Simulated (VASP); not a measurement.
**ZnSe: electric field gradients with PBE**

The system is ZnSe.

```xyz
2
Lattice="0.0000 2.8338 2.8338 2.8338 0.0000 2.8338 2.8338 2.8338 0.0000" Properties=species:S:1:pos:R:3 pbc="T T T"
Zn    0.0000    0.0000    0.0000
Se    1.4169    1.4169    1.4169
```

```json
{
 "Program": "VASP 6.6.1",
 "Task": "electric field gradients",
 "Functional": "PBE",
 "Potentials or basis": "VASP PAW PBE potentials, release 64 (Zn, Se)",
 "Cutoff": "520 eV",
 "k mesh": "13 × 13 × 13",
 "Occupations": "fermi-dirac, width 0.02 eV",
 "Spin": "no spin polarisation",
 "Dipole correction": "no",
 "Further INCAR settings": "ALGO = Normal; EDIFF = 1e-08; NBANDS = 16"
}
```

```
Pressure                                : 2.3 GPa
Band gap on the k mesh                  : 1.29 eV
Largest electric field gradient by atom : zero within the noise of the run
```

Levels at points of the mesh, in eV from the valence-band top:
| k point | band 6 | band 7 | band 8 | band 9 | band 10 | band 11 | band 12 | band 13 |
| --- | --- | --- | --- | --- | --- | --- | --- | --- |
| (0.00, 0.00, 0.00) | -6.18 | 0.00 | 0.00 | 0.00 | 1.29 | 5.80 | 5.80 | 5.80 |

Run time: 27 s on 1 thread of Intel(R) Xeon(R) 6975P-C (Granite Rapids), with other jobs on the host, peak memory 0.21 GiB.

PBE gaps usually lie below the measured ones, often by a third to a half.
